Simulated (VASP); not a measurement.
# Ag (Fm-3m) in VASP: further runs

Runs on Ag. Level: PBE. Tasks: single point.

Everything below comes from runs of VASP 6.6.1. Logs are shortened: lines on timing, memory, paths and dates and some standing lists are left out, and cuts for length are marked.

### Step 1. The cell of the first run

The structure is cubic, space group Fm-3m (No. 225). Conventional cell: a = 4.090 Å, b = 4.090 Å, c = 4.090 Å, α = 90.00°, β = 90.00°, γ = 90.00°. Ag (site symmetry m-3m) has 12 Ag at 2.89 Å within 3.8 Å.

### Step 2. Single point, PBE

INCAR

```
  ALGO = Normal
  EDIFF = 1E-6
  ENCUT = 520
  GGA = PE
  ISIF = 2
  ISMEAR = 0
  LASPH = True
  LCHARG = False
  LREAL = False
  LWAVE = False
  NBANDS = 12
  NELM = 100
  PREC = Accurate
  SIGMA = 0.05
```

KPOINTS

```
k-points
0
Gamma
  18 18 18
```

POSCAR

```
Ag
1.0
    0.0000000000      2.0450000000      2.0450000000
    2.0450000000      0.0000000000      2.0450000000
    2.0450000000      2.0450000000      0.0000000000
Ag
1
Direct
    0.0000000000      0.0000000000      0.0000000000
```

Potentials or basis: VASP PAW PBE potentials, release 64 (Ag).

Launch:

```sh
$ cat potpaw_PBE.64/Ag/POTCAR > POTCAR
$ mpirun -np 1 vasp_std > vasp.out
```

OUTCAR:

```text
EDIFF = 1E-6
   ENCUT = 520
   GGA = PE
   ISIF = 2
   ISMEAR = 0
   LASPH = True
   LREAL = False
   NELM = 100
   PREC = Accurate

 ion  position               nearest neighbor table
   1  0.000  0.000  0.000-

  LATTYP: Found a face centered cubic cell.
 ALAT       =     4.0900000000

  Lattice vectors:

 A1 = (   0.0000000000,   2.0450000000,   2.0450000000)
 A2 = (   2.0450000000,   0.0000000000,   2.0450000000)
 A3 = (   2.0450000000,   2.0450000000,   0.0000000000)

Analysis of symmetry for initial positions (statically):
=====================================================================
 Subroutine PRICEL returns:
 Original cell was already a primitive cell.

 Routine SETGRP: Setting up the symmetry group for a
 face centered cubic supercell.

 Subroutine GETGRP returns: Found 48 space group operations
 (whereof 48 operations were pure point group operations)
 out of a pool of 48 trial point group operations.

The static configuration has the point symmetry O_h .

Analysis of symmetry for dynamics (positions and initial velocities):
=====================================================================
 Subroutine PRICEL returns:
 Original cell was already a primitive cell.

 Routine SETGRP: Setting up the symmetry group for a
 face centered cubic supercell.

 Subroutine GETGRP returns: Found 48 space group operations
 (whereof 48 operations were pure point group operations)
 out of a pool of 48 trial point group operations.

The dynamic configuration has the point symmetry O_h .

 Subroutine INISYM returns: Found 48 space group operations
 (whereof 48 operations are pure point group operations),
 and found     1 'primitive' translations

----------------------------------------------------------------------------------------

                                     Primitive cell

  volume of cell :      17.1045

  direct lattice vectors                    reciprocal lattice vectors
     0.000000000  2.045000000  2.045000000    -0.244498778  0.244498778  0.244498778
     2.045000000  0.000000000  2.045000000     0.244498778 -0.244498778  0.244498778
     2.045000000  2.045000000  0.000000000     0.244498778  0.244498778 -0.244498778

  length of vectors
     2.892066735  2.892066735  2.892066735     0.423484305  0.423484305  0.423484305

  position of ions in fractional coordinates (direct lattice)
     0.000000000  0.000000000  0.000000000

  ion indices of the primitive-cell ions
[... 81 lines left out ...]
   ISYM   =      2    0-nonsym 1-usesym 2-fastsym
   POTIM  = 0.5000    time-step for ionic-motion
   TEBEG  =    0.0;   TEEND  =   0.0 temperature during run
   PSTRESS=    0.0 pullay stress
   NELECT =      11.0000    total number of electrons
   NUPDOWN=      -1.0000    fix difference up-down
   EMIN   =  10.00;   EMAX   =-10.00  energy-range for DOS
   EFERMI =   0.00;   METHOD = LEGACY
   ISMEAR =     0;   SIGMA  =   0.05  broadening in eV -4-tet -1-fermi 0-gaus
   EFERMI_NEDOS =   21; number of points for ismear=-14 and -15
   IALGO  =     38    algorithm
   IMIX   =      4    mixing-type and parameters
     AMIX     =   0.40;   BMIX     =  1.00
     AMIX_MAG =   1.60;   BMIX_MAG =  1.00
  volume/ion in A,a.u.               =      17.10       115.43
  Fermi-wavevector in a.u.,A,eV,Ry     =   1.413088  2.670348 27.168338  1.996817
  Thomas-Fermi vector in A             =   2.534769
   LORBIT       =      0    0 simple, 1 ext, 2 COOP (PROOUT), +10 PAW based schemes
   GGA     = PE    functional components
   LHFCALC =     F    Hartree Fock is set to
   AEXX    =    0.0000 exact exchange contribution
   IVDW    =     0    specifies the selected vdW correction
   LEPSILON=     F    determine dielectric tensor
   LRPA    =     F    only Hartree local field effects (RPA)
 non-spin polarized calculation
 Gauss-broadening in eV      SIGMA  =   0.05
  energy-cutoff  :      520.00
  volume of cell :       17.10
 maximum number of plane-waves:       479
 NGX is ok and might be reduce to    24
   NGX = 11   NGY = 11   NGZ = 11

 number of electron      10.9999999 magnetization

 Free energy of the ion-electron system (eV)
  ---------------------------------------------------
  ext. energy  EPLUGINS =         0.00000000
  ---------------------------------------------------
  free energy    TOTEN  =        -2.71122755 eV

  energy without entropy =       -2.71083150  energy(sigma->0) =       -2.71102952

 E-fermi :   8.3324     XC(G=0): -12.1908

 val. band max:        8.3203213781   @ k =   0.5000   0.1667   0.0556
 cond. band min:       8.4889385205   @ k =   0.5000   0.3333   0.1111
 fundamental gap:      0.1686171425
 Fermi energy:         8.3323991460

 k-point     1 :       0.0000    0.0000    0.0000
  band No.  band energies     occupation
      1       0.6417      2.00000
      2       3.5918      2.00000
      3       3.5918      2.00000
      4       3.5918      2.00000
      5       4.6200      2.00000
      6       4.6200      2.00000
      7      24.4041      0.00000
      8      27.9638      0.00000
      9      27.9638      0.00000
     10      27.9638      0.00000
     11      32.7618      0.00000
     12      33.8830      0.00000
[... 331 lines left out ...]
 k-point    24 :      -0.2222    0.0556    0.0000
  band No.  band energies     occupation
      1       2.0496      2.00000
      2       3.6035      2.00000
      3       3.8349      2.00000
      4       3.8555      2.00000
      5       4.5729      2.00000
      6       4.9380      2.00000
      7      19.9281      0.00000
      8      24.6082      0.00000
      9      26.9932      0.00000
     10      29.5500      0.00000
     11      30.1246      0.00000
     12      31.1139      0.00000

 [... further k-points ...]

------------------------ aborting loop because EDIFF is reached ----------------------------------------

  FORCE on cell =-STRESS in cart. coord.  units (eV):
  Direction    XX          YY          ZZ          XY          YZ          ZX
  --------------------------------------------------------------------------------------
  -------------------------------------------------------------------------------------
  Total        0.4454375      0.4454375      0.4454375      0.0000000      0.0000000      0.0000000
  in kB       41.7241451     41.7241451     41.7241451      0.0000000      0.0000000      0.0000000
  external PRESSURE =      41.7241451 kB  Pullay stress =       0.0000000 kB

 VOLUME and BASIS-vectors are now :
 -----------------------------------------------------------------------------
  energy-cutoff  :      520.00
  volume of cell :       17.10
      direct lattice vectors                 reciprocal lattice vectors
     0.000000000  2.045000000  2.045000000    -0.244498778  0.244498778  0.244498778
     2.045000000  0.000000000  2.045000000     0.244498778 -0.244498778  0.244498778
     2.045000000  2.045000000  0.000000000     0.244498778  0.244498778 -0.244498778

 POSITION                                       TOTAL-FORCE (eV/Angst)
 -----------------------------------------------------------------------------------
      0.00000      0.00000      0.00000         0.000000      0.000000      0.000000
 -----------------------------------------------------------------------------------
    total drift:                               -0.000000      0.000000      0.000000

  FREE ENERGIE OF THE ION-ELECTRON SYSTEM (eV)
  ---------------------------------------------------
  free  energy   TOTEN  =        -2.7112275490 eV

  energy  without entropy=       -2.7108314954  energy(sigma->0) =       -2.71102952
```

OSZICAR:

```text
N       E                     dE             d eps       ncg     rms          rms(c)
DAV:   1     0.520664260253E+02    0.52066E+02   -0.55355E+03  4744   0.826E+02
DAV:   2    -0.213280980224E+01   -0.54199E+02   -0.51731E+02  5536   0.195E+02
DAV:   3    -0.296203804725E+01   -0.82923E+00   -0.82859E+00  5476   0.252E+01
DAV:   4    -0.296472100857E+01   -0.26830E-02   -0.26829E-02  5468   0.150E+00
DAV:   5    -0.296474290211E+01   -0.21894E-04   -0.21893E-04  5552   0.119E-01    0.519E+00
DAV:   6    -0.272246006713E+01    0.24228E+00   -0.94197E-01  5100   0.871E+00    0.335E+00
DAV:   7    -0.271410821188E+01    0.83519E-02   -0.10814E-02  5500   0.977E-01    0.188E+00
DAV:   8    -0.271121649824E+01    0.28917E-02   -0.69614E-04  5224   0.197E-01    0.956E-02
DAV:   9    -0.271122252556E+01   -0.60273E-05   -0.87001E-06  5536   0.223E-02    0.265E-02
DAV:  10    -0.271122804366E+01   -0.55181E-05   -0.41974E-06  5252   0.192E-02    0.622E-03
DAV:  11    -0.271122754897E+01    0.49469E-06   -0.94867E-08  2952   0.261E-03
   1 F= -.27112275E+01 E0= -.27110295E+01  d E =-.396054E-03
```

Wall time 70 s (1 thread of AMD EPYC 7R13, shared host); peak memory 0.14 GiB.

What came out:

```
Free energy : -2.7112 eV
Pressure    : 4.2 GPa
```

### Step 3. Single point, PBE

This run uses another cell than the first one, of 17.60 Å³/atom, 1.029 times its volume.

INCAR

```
SYSTEM = Ag
PREC     = Accurate       ! precision mode
ENCUT    = 520            ! plane-wave cutoff, eV
EDIFF    = 1E-6           ! SCF threshold, eV
ISMEAR   = 0              ! smearing method
SIGMA    = 0.05           ! smearing width, eV
LREAL    = .FALSE.        ! projectors in reciprocal space
LASPH    = .TRUE.         ! aspherical terms in the spheres
NELM     = 100            ! most SCF steps
ALGO     = Normal         ! electronic algorithm
ISIF     = 2              ! what is computed and relaxed
LWAVE    = .FALSE.        ! write WAVECAR
LCHARG   = .FALSE.        ! write CHGCAR
GGA      = PE             ! functional
NBANDS   = 12             ! bands
```

KPOINTS

```
regular mesh
0
G
  18 18 18
  0 0 0
```

POSCAR

```
Ag
1.0
    0.0000000000      2.0645517582      2.0645517582
    2.0645517582      0.0000000000      2.0645517582
    2.0645517582      2.0645517582      0.0000000000
Ag
1
Direct
    0.0000000000      0.0000000000      0.0000000000
```

Potentials or basis: VASP PAW PBE potentials, release 64 (Ag).

Launch:

```sh
$ cat potpaw_PBE.64/Ag/POTCAR > POTCAR
$ mpirun -np 1 vasp_std > vasp.out
```

It took 77 s on 1 thread of AMD EPYC 7R13, shared host; peak memory 0.14 GiB.

Results (log left out):

| Property | Result |
| --- | --- |
| Free energy | -2.7195 eV |
| Pressure | 1.1 GPa |

Levels at points of the mesh, in eV from the Fermi level:
```
           k point  band 4  band 5  band 6  band 7  band 8  band 9
(0.00, 0.00, 0.00)   -4.64   -3.66   -3.66   16.01   19.40   19.40
(0.50, 0.00, 0.00)   -2.91   -2.91   -0.26    3.48   15.23   17.60
(0.50, 0.50, 0.00)   -2.71   -2.71    1.69    6.55   10.56   10.56
```
